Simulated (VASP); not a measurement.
A run of VASP 6.6.1:

Contents of INCAR:

```
  ALGO = Normal
  EDIFF = 1E-6
  ENCUT = 520
  GGA = PE
  ISIF = 2
  ISMEAR = 0
  LASPH = T
  LCHARG = T
  LELF = T
  LREAL = F
  LVHAR = T
  LWAVE = F
  NBANDS = 44
  NELM = 100
  PREC = Accurate
  SIGMA = 0.1
```

Contents of KPOINTS:

```
k-points
0
Gamma
  4 4 4
```

File POSCAR:

```
Ta2Tl
1.0
    5.2058258148      0.0000000000      0.0000000000
    0.0000000000      5.2058258148      0.0000000000
    0.0000000000      0.0000000000      5.2058258148
Ta Tl
4 2
Direct
    0.2500000000      0.2500000000      0.2500000000
    0.2500000000      0.7500000000      0.7500000000
    0.7500000000      0.7500000000      0.2500000000
    0.7500000000      0.2500000000      0.7500000000
    0.0000000000      0.0000000000      0.0000000000
    0.5000000000      0.5000000000      0.5000000000
```

Potentials or basis: VASP PAW PBE potentials, release 64 (Ta_pv, Tl_d).

Command:

```bash
$ cat potpaw_PBE.64/Ta_pv/POTCAR potpaw_PBE.64/Tl_d/POTCAR > POTCAR
$ mpirun -np 1 vasp_std > vasp.out
```

Hardware: 1 thread of Intel(R) Xeon(R) 6975P-C (Granite Rapids) (shared host).

Problem. How long does it take, and how much memory?

Solution. Run time: 35 s on 1 thread of Intel(R) Xeon(R) 6975P-C (Granite Rapids), on a shared host, peak memory 0.25 GiB. Counts: scf iterations 13, k points 10.
